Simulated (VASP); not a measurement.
# WSe2 (P1) in VASP: single point with PBE+D3(BJ)

Aim: the single point of WSe2 with PBE+D3(BJ).

Everything below comes from runs of VASP 6.6.1. Logs are shortened: lines on timing, memory, paths and dates and some standing lists are left out, and cuts for length are marked.

### Step 1. The cell of the first run

The typed cell holds 6 atoms: a = 3.279 Å, b = 3.279 Å, c = 12.788 Å, α = 90.00°, β = 90.00°, γ = 120.00°.

### Step 2. Single point, PBE+D3(BJ) (atoms moved at random)

Input file INCAR:

```
ALGO     = Normal         # electronic algorithm
EDIFF    = 1E-7           # SCF threshold, eV
ENCUT    = 520            # plane-wave cutoff, eV
GGA      = PE             # functional
ISIF     = 2              # what is computed and relaxed
ISMEAR   = 0              # smearing method
IVDW     = 12             # dispersion correction
LASPH    = True           # aspherical terms in the spheres
LCHARG   = False          # write CHGCAR
LREAL    = False          # projectors in reciprocal space
LWAVE    = False          # write WAVECAR
NBANDS   = 35             # bands
NELM     = 100            # most SCF steps
PREC     = Accurate       # precision mode
SIGMA    = 0.05           # smearing width, eV
```

Input file KPOINTS:

```
k-points
0
Gamma
  12 12 2
```

Input file POSCAR:

```
WSe2
1.0
    3.2791854394      0.0000000000      0.0000000000
   -1.6395927197      2.8398578942      0.0000000000
    0.0000000000      0.0000000000     12.7881288370
W Se
2 4
Direct
    0.6629765662      0.3270649125      0.2500753935
    0.3268283705      0.6620639916      0.7519199883
    0.3271285700      0.6698426182      0.3810440806
    0.6693942652      0.3328681466      0.8804428213
    0.3414233822      0.6727176803      0.1174776518
    0.6722488460      0.3354426508      0.6190400644
```

Potentials or basis: VASP PAW PBE potentials, release 64 (W_sv, Se).

Run with:

```console
$ cat potpaw_PBE.64/W_sv/POTCAR potpaw_PBE.64/Se/POTCAR > POTCAR
$ mpirun -np 1 vasp_std > vasp.out
```

OUTCAR:

```text
EDIFF = 1E-7
   ENCUT = 520
   GGA = PE
   ISIF = 2
   ISMEAR = 0
   IVDW = 12
   LASPH = True
   LREAL = False
   NELM = 100
   PREC = Accurate
 IVDW          = 12

 ion  position               nearest neighbor table
   1  0.663  0.327  0.250-   3 2.51   5 2.52   3 2.52   5 2.54   3 2.55   5 2.57
   2  0.327  0.662  0.752-   4 2.49   4 2.52   4 2.52   6 2.52   6 2.56   6 2.56
   3  0.327  0.670  0.381-   1 2.51   1 2.52   1 2.55
   4  0.669  0.333  0.880-   2 2.49   2 2.52   2 2.52
   5  0.341  0.673  0.117-   1 2.52   1 2.54   1 2.57
   6  0.672  0.335  0.619-   2 2.52   2 2.56   2 2.56

  LATTYP: Found a hexagonal cell.
 ALAT       =     3.2791854394
 C/A-ratio  =     3.8997882472

  Lattice vectors:

 A1 = (   3.2791854394,   0.0000000000,   0.0000000000)
 A2 = (  -1.6395927197,   2.8398578942,   0.0000000000)
 A3 = (   0.0000000000,   0.0000000000,  12.7881288370)

Analysis of symmetry for initial positions (statically):
=====================================================================
 Subroutine PRICEL returns:
 Original cell was already a primitive cell.

 Routine SETGRP: Setting up the symmetry group for a
 hexagonal supercell.

 Subroutine GETGRP returns: Found  1 space group operations
 (whereof  1 operations were pure point group operations)
 out of a pool of 24 trial point group operations.

The static configuration has the point symmetry C_1 .

Analysis of symmetry for dynamics (positions and initial velocities):
=====================================================================
 Subroutine PRICEL returns:
 Original cell was already a primitive cell.

 Routine SETGRP: Setting up the symmetry group for a
 hexagonal supercell.

 Subroutine GETGRP returns: Found  1 space group operations
 (whereof  1 operations were pure point group operations)
 out of a pool of 24 trial point group operations.

The dynamic configuration has the point symmetry C_1 .

 Subroutine INISYM returns: Found  1 space group operations
 (whereof  1 operations are pure point group operations),
 and found     1 'primitive' translations

----------------------------------------------------------------------------------------

                                     Primitive cell

  volume of cell :     119.0884

  direct lattice vectors                    reciprocal lattice vectors
     3.279185439  0.000000000  0.000000000     0.304953782  0.176065148  0.000000000
    -1.639592720  2.839857894  0.000000000     0.000000000  0.352130296  0.000000000
     0.000000000  0.000000000 12.788128837     0.000000000  0.000000000  0.078197523

  length of vectors
     3.279185439  3.279185439 12.788128837     0.352130296  0.352130296  0.078197523

  position of ions in fractional coordinates (direct lattice)
     0.662976566  0.327064912  0.250075393
     0.326828371  0.662063992  0.751919988
     0.327128570  0.669842618  0.381044081
     0.669394265  0.332868147  0.880442821
     0.341423382  0.672717680  0.117477652
     0.672248846  0.335442651  0.619040064

  ion indices of the primitive-cell ions
   primitive index   ion index
                 1           1
                 2           2
                 3           3
                 4           4
                 5           5
                 6           6

----------------------------------------------------------------------------------------

 KPOINTS: k-points

Automatic generation of k-mesh.
 Grid dimensions read from file:
 generate k-points for:   12   12    2

 Generating k-lattice:

  Cartesian coordinates                     Fractional coordinates (reciprocal lattice)
     0.025412815  0.014672096  0.000000000     0.083333333  0.000000000  0.000000000
     0.000000000  0.029344191  0.000000000     0.000000000  0.083333333  0.000000000
     0.000000000  0.000000000  0.039098762     0.000000000  0.000000000  0.500000000

  Length of vectors
     0.029344191  0.029344191  0.039098762

  Shift w.r.t. Gamma in fractional coordinates (k-lattice)
     0.000000000  0.000000000  0.000000000

 Subroutine IBZKPT returns following result:
 ===========================================

 Found    148 irreducible k-points:

 Following reciprocal coordinates:
            Coordinates               Weight
  0.000000  0.000000  0.000000      1.000000
  0.083333  0.000000  0.000000      2.000000
  0.000000  0.083333  0.000000      2.000000
 -0.083333  0.083333  0.000000      2.000000
  0.166667  0.000000  0.000000      2.000000
  0.000000  0.166667  0.000000      2.000000
[... 16 lines left out ...]
  0.166667  0.083333  0.000000      2.000000
 -0.083333  0.250000  0.000000      2.000000
 [... further k-points ...]
   k-points           NKPTS =    148   k-points in BZ     NKDIM =    148   number of bands    NBANDS=     35
   number of dos      NEDOS =    301   number of ions     NIONS =      6
   total plane-waves  NPLWV =  55296
   dimension x,y,z NGX =    24 NGY =   24 NGZ =   96
   dimension x,y,z NGXF=    48 NGYF=   48 NGZF=  192
   ions per type =               2   4
   NGX,Y,Z   is equivalent  to a cutoff of  12.17, 12.17, 12.48 a.u.
   NGXF,Y,Z  is equivalent  to a cutoff of  24.33, 24.33, 24.96 a.u.
 SYSTEM =  unknown system
   PREC   = accura    normal or accurate (medium, high low for compatibility)
   ISTART =      0    job   : 0-new  1-cont  2-samecut
   ICHARG =      2    charge: 1-file 2-atom 10-const
   ISPIN  =      1    spin polarized calculation?
   LNONCOLLINEAR =      F non collinear calculations
   LSORBIT =      F    spin-orbit coupling
   LASPH  =      T    aspherical Exc in radial PAW
   ENCUT  =  520.0 eV  38.22 Ry    6.18 a.u.   6.10  6.10 23.78*2*pi/ulx,y,z
   NELM   =    100;   NELMIN=  2; NELMDL= -5     # of ELM steps
   EDIFF  = 0.1E-06   stopping-criterion for ELM
   LREAL  =      F    real-space projection
   EDIFFG = 0.1E-05   stopping-criterion for IOM
   NSW    =      0    number of steps for IOM
   IBRION =     -1    ionic relax: 0-MD 1-quasi-New 2-CG
   NFREE  =      0    steps in history (QN), initial steepest desc. (CG)
   ISIF   =      2    stress and relaxation
   ISYM   =      2    0-nonsym 1-usesym 2-fastsym
   POTIM  = 0.5000    time-step for ionic-motion
   TEBEG  =    0.0;   TEEND  =   0.0 temperature during run
   PSTRESS=    0.0 pullay stress
   NELECT =      52.0000    total number of electrons
   NUPDOWN=      -1.0000    fix difference up-down
   EMIN   =  10.00;   EMAX   =-10.00  energy-range for DOS
   EFERMI =   0.00;   METHOD = LEGACY
   ISMEAR =     0;   SIGMA  =   0.05  broadening in eV -4-tet -1-fermi 0-gaus
   EFERMI_NEDOS =   21; number of points for ismear=-14 and -15
   IALGO  =     38    algorithm
   IMIX   =      4    mixing-type and parameters
     AMIX     =   0.40;   BMIX     =  1.00
     AMIX_MAG =   1.60;   BMIX_MAG =  1.00
  volume/ion in A,a.u.               =      19.85       133.94
  Fermi-wavevector in a.u.,A,eV,Ry     =   1.241994  2.347028 20.987647  1.542549
  Thomas-Fermi vector in A             =   2.376367
   LORBIT       =      0    0 simple, 1 ext, 2 COOP (PROOUT), +10 PAW based schemes
   GGA     = PE    functional components
   LHFCALC =     F    Hartree Fock is set to
   AEXX    =    0.0000 exact exchange contribution
   IVDW    =    12    specifies the selected vdW correction
   LEPSILON=     F    determine dielectric tensor
   LRPA    =     F    only Hartree local field effects (RPA)
 non-spin polarized calculation
 Gauss-broadening in eV      SIGMA  =   0.05
  energy-cutoff  :      520.00
  volume of cell :      119.09
 maximum number of plane-waves:      3248
   NGX = 13   NGY = 13   NGZ = 47

 number of electron      51.9999997 magnetization

 Free energy of the ion-electron system (eV)
  ---------------------------------------------------
  ext. energy  EPLUGINS =         0.00000000
  ---------------------------------------------------
  free energy    TOTEN  =       -43.03932597 eV

  energy without entropy =      -43.03932597  energy(sigma->0) =      -43.03932597

 E-fermi :   6.7722     XC(G=0): -10.8902

 val. band max:        6.5405280103   @ k =   0.0000   0.0000   0.0000
 cond. band min:       7.4201374331   @ k =  -0.1667   0.3333   0.0000
 fundamental gap:      0.8796094228
 Fermi energy:         6.7721600268

 k-point     1 :       0.0000    0.0000    0.0000
  band No.  band energies     occupation
      1     -67.8166      2.00000
      2     -67.8135      2.00000
      3     -32.0731      2.00000
      4     -32.0646      2.00000
      5     -31.9427      2.00000
      6     -31.9361      2.00000
[... 27 lines left out ...]
     34       9.5315      0.00000
     35      11.0899      0.00000

 k-point     2 :       0.0833    0.0000    0.0000
  band No.  band energies     occupation
      1     -67.8158      2.00000
      2     -67.8128      2.00000
      3     -32.0699      2.00000
      4     -32.0615      2.00000
      5     -31.9593      2.00000
      6     -31.9427      2.00000
[... 27 lines left out ...]
     34       9.4850      0.00000
     35      11.7045      0.00000

 k-point     3 :       0.0000    0.0833    0.0000
  band No.  band energies     occupation
      1     -67.8158      2.00000
      2     -67.8128      2.00000
      3     -32.0700      2.00000
      4     -32.0615      2.00000
      5     -31.9550      2.00000
      6     -31.9463      2.00000
[... 27 lines left out ...]
     34       9.5016      0.00000
     35      11.7062      0.00000

 k-point     4 :      -0.0833    0.0833    0.0000
  band No.  band energies     occupation
      1     -67.8158      2.00000
      2     -67.8128      2.00000
      3     -32.0700      2.00000
      4     -32.0615      2.00000
      5     -31.9550      2.00000
      6     -31.9441      2.00000
[... 27 lines left out ...]
     34       9.5399      0.00000
     35      11.7145      0.00000

 k-point     5 :       0.1667    0.0000    0.0000
  band No.  band energies     occupation
      1     -67.8138      2.00000
      2     -67.8108      2.00000
      3     -32.0612      2.00000
      4     -32.0531      2.00000
      5     -32.0043      2.00000
      6     -31.9863      2.00000
[... 638 lines left out ...]
 k-point    22 :      -0.1667    0.0833    0.0000
  band No.  band energies     occupation
      1     -67.8145      2.00000
      2     -67.8115      2.00000
      3     -32.0641      2.00000
      4     -32.0559      2.00000
      5     -31.9877      2.00000
      6     -31.9690      2.00000
[... 27 lines left out ...]
     34       9.8581      0.00000
     35      12.4917      0.00000

 k-point    23 :       0.1667    0.0833    0.0000
  band No.  band energies     occupation
      1     -67.8121      2.00000
      2     -67.8091      2.00000
      3     -32.0538      2.00000
      4     -32.0457      2.00000
      5     -32.0393      2.00000
      6     -32.0236      2.00000
[... 27 lines left out ...]
     34      10.3630      0.00000
     35      13.1625      0.00000

 k-point    24 :      -0.0833    0.2500    0.0000
  band No.  band energies     occupation
      1     -67.8121      2.00000
      2     -67.8091      2.00000
      3     -32.0542      2.00000
      4     -32.0456      2.00000
      5     -32.0324      2.00000
      6     -32.0252      2.00000
[... 27 lines left out ...]
     34      10.3712      0.00000
     35      13.1657      0.00000

 [... further k-points ...]

------------------------ aborting loop because EDIFF is reached ----------------------------------------

 Edisp (eV)   -2.85258

 E8    (eV) :    -1.2724

  FORCE on cell =-STRESS in cart. coord.  units (eV):
  Direction    XX          YY          ZZ          XY          YZ          ZX
  --------------------------------------------------------------------------------------
  -------------------------------------------------------------------------------------
  Total       0.41510     0.63295     1.07631     0.23693     0.18395     0.58980
  in kB       5.58465     8.51551    14.48031     3.18761     2.47481     7.93493
  external pressure =        9.53 kB  Pullay stress =        0.00 kB

 VOLUME and BASIS-vectors are now :
 -----------------------------------------------------------------------------
  energy-cutoff  :      520.00
  volume of cell :      119.09
      direct lattice vectors                 reciprocal lattice vectors
     3.279185439  0.000000000  0.000000000     0.304953782  0.176065148  0.000000000
    -1.639592720  2.839857894  0.000000000     0.000000000  0.352130296  0.000000000
     0.000000000  0.000000000 12.788128837     0.000000000  0.000000000  0.078197523

 POSITION                                       TOTAL-FORCE (eV/Angst)
 -----------------------------------------------------------------------------------
      1.63777      0.92882      3.19800        -0.057781      0.566521     -0.290159
     -0.01378      1.88017      9.61565         0.498476      0.293443     -0.825635
     -0.02555      1.90226      4.87284         0.203160     -0.252951      0.203708
      1.64930      0.94530     11.25922        -0.239048     -0.122052      0.712056
      0.01661      1.91042      1.50232        -0.143580     -0.315284      0.098265
      1.65444      0.95261      7.91636        -0.261226     -0.169676      0.101765
 -----------------------------------------------------------------------------------
    total drift:                                0.000065     -0.000113      0.000155

  FREE ENERGIE OF THE ION-ELECTRON SYSTEM (eV)
  ---------------------------------------------------
  free  energy   TOTEN  =       -45.8919018560 eV

  energy  without entropy=      -45.8919018560  energy(sigma->0) =      -45.89190186
```

It took 8.9 min on 1 thread of Intel Xeon Platinum 8259CL at 2.50GHz (Skylake/Cascade Lake), shared host; peak memory 0.59 GiB.

Results:

| Quantity | Value |
| --- | --- |
| Free energy | -45.8919 eV |
| Pressure | 1.0 GPa |
| Largest force | 1.008 eV/Å |
| Band gap on the k mesh | 0.88 eV (least direct gap 1.52 eV) |
| Dispersion energy per atom | -0.475 eV |

Forces in eV/Å, atoms in the order of the input:
```
W   -0.058  0.567 -0.290
W    0.498  0.293 -0.826
Se   0.203 -0.253  0.204
Se  -0.239 -0.122  0.712
Se  -0.144 -0.315  0.098
Se  -0.261 -0.170  0.102
```

Caveat: the cell differs from its parent crystal (atoms moved at random); spin-orbit coupling is left out, which moves the levels of the heavy elements; forces of over 1 eV/Å act on the atoms, so gaps and moduli don't describe the material at rest.
